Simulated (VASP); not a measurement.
Set up this calculation in VASP 6.6.1, as the native input.

```yaml
Task: single point
Functional: PBE
Potentials_or_basis: VASP PAW PBE potentials, release 64 (Hf_pv, Sn_d, Se)
Cutoff: 520 eV
k_mesh: 6 × 6 × 6
Occupations: gaussian, width 0.1 eV
Spin: no spin polarisation
Dipole_correction: no
Further_INCAR_settings: ALGO = Fast; EDIFF = 1e-06; NBANDS = 58
```

The structure of Hf3SnSe8 lies in POSCAR:

```
Hf3SnSe8
1.0
    7.1532688987      0.0000000000     -0.0014681324
    0.0000000000      7.6281037906      0.0000000000
   -0.0015790959      0.0000000000      6.5864041978
Hf Sn Se
3 1 8
Direct
    0.0000000000      0.7530809032      0.0000000000
    0.0000000000      0.2469190968      0.0000000000
    0.0000000000      0.0000000000      0.5000000000
    0.0000000000      0.5000000000      0.5000000000
    0.2204896494      0.0000000000      0.8324727336
    0.2219908558      0.7558684845      0.3299262819
    0.2203518795      0.5000000000      0.8403138818
    0.2219908558      0.2441315155      0.3299262819
    0.7780091442      0.7558684845      0.6700737181
    0.7796481205      0.5000000000      0.1596861182
    0.7780091442      0.2441315155      0.6700737181
    0.7795103506      0.0000000000      0.1675272664
```

These files were run (other wordings do the same):

INCAR

```
ALGO = Fast
EDIFF = 1E-6
ENCUT = 520
GGA = PE
ISIF = 2
ISMEAR = 0
KPAR = 4
LASPH = T
LCHARG = F
LREAL = F
LWAVE = F
NBANDS = 58
NELM = 80
PREC = Accurate
SIGMA = 0.1
```

KPOINTS

```
k-points
0
Gamma
  6 6 6
```

Potentials or basis: VASP PAW PBE potentials, release 64 (Hf_pv, Sn_d, Se).

Run with:

```bash
$ cat potpaw_PBE.64/Hf_pv/POTCAR potpaw_PBE.64/Sn_d/POTCAR potpaw_PBE.64/Se/POTCAR > POTCAR
$ mpirun -np 4 vasp_std > vasp.out
```

It gave:

- Pressure: -0.2 GPa
- Largest force: 0.046 eV/Å
- Band gap on the k mesh: zero (bands 46 and 47 overlap by 0.09 eV)

Caveat: spin-orbit coupling is left out, which moves the levels of the heavy elements; this functional lacks dispersion, which binds layers or chains, so the pressure and a relaxed spacing across them are unreliable.

It took 16 min on 4 MPI ranks on Oxide Virtual Turin-like Processor (shared host), peak memory 1.4 GiB a rank.
